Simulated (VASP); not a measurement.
A run of VASP 6.6.1 is set up as follows.

The input INCAR:

```
SYSTEM = TiC
PREC = Accurate
ENCUT = 520
EDIFF = 1E-6
ISMEAR = 0
SIGMA = 0.15
LREAL = .FALSE.
LASPH = .TRUE.
NELM = 80
ALGO = Normal
ISIF = 2
LWAVE = .FALSE.
LCHARG = .TRUE.
GGA = PE
LELF = .TRUE.
LVHAR = .TRUE.
NBANDS = 15
```

Contents of KPOINTS:

```
Automatic mesh
0
G
  18 18 18
  0 0 0
```

The input POSCAR:

```
TiC
1.0
    0.0000000000      2.0990800000      2.1964600000
    2.0990800000      0.0000000000      2.1964600000
    2.0990800000      2.0990800000      0.0000000000
Ti C
1 1
Direct
    0.0000000000      0.0000000000      0.0000000000
    0.5000000000      0.5000000000      0.5000000000
```

Potentials or basis: VASP PAW PBE potentials, release 64 (Ti_sv, C).

Command:

```bash
$ cat potpaw_PBE.64/Ti_sv/POTCAR potpaw_PBE.64/C/POTCAR > POTCAR
$ mpirun -np 1 vasp_std > vasp.out
```

(1) Predict the band gap on the k mesh.

(2) Predict the pressure.

Results:

(1) zero (band 8 reaches 10.83 eV, above the bottom of band 9 at 9.45 eV).

(2) 15.0 GPa.

Caveat: the cell differs from its parent crystal (strain -0.030 along x and y, +0.015 along z).
